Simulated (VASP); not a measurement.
PbS, 2 atoms in the cell. It takes space group I-4m2 (No. 119, tetragonal). Conventional cell: a = 4.581 Å, b = 4.581 Å, c = 6.823 Å, α = 90.00°, β = 90.00°, γ = 90.00°. Pb (site symmetry -4m2) has 4 S at 2.86 Å within 3.8 Å. Within 3.8 Å of S (site symmetry -4m2) lie 4 Pb at 2.86 Å.  This cell differs from its parent crystal: epitaxial xy strain -1.9%.

| Item | Value |
| --- | --- |
| Program | VASP 6.6.1 |
| Task | single point |
| Functional | r2SCAN |
| Potentials or basis | VASP PAW PBE potentials, release 64 (Pb_d, S) |
| Cutoff | 520 eV |
| k mesh | 6 × 6 × 6 |
| Occupations | gaussian, width 0.01 eV |
| Spin | no spin polarisation |
| Dipole correction | no |
| Further INCAR settings | ALGO = Normal; EDIFF = 1e-06; NBANDS = 17 |

Potentials or basis: VASP PAW PBE potentials, release 64 (Pb_d, S).

The run is started by

```console
$ cat potpaw_PBE.64/Pb_d/POTCAR potpaw_PBE.64/S/POTCAR > POTCAR
$ cp INCAR.step1 INCAR
$ mpirun -np 1 vasp_std > vasp.out
$ cp INCAR.step2 INCAR
$ mpirun -np 1 vasp_std > vasp.out
```

Hardware: 1 thread of Intel(R) Xeon(R) 6975P-C (Granite Rapids), on a shared host.

**Question.** Estimate the wall time of this run.

**Answer.** Wall time 76 s on 1 thread of Intel(R) Xeon(R) 6975P-C (Granite Rapids), on a shared host, peak memory 0.23 GiB. Counts: k points 30.
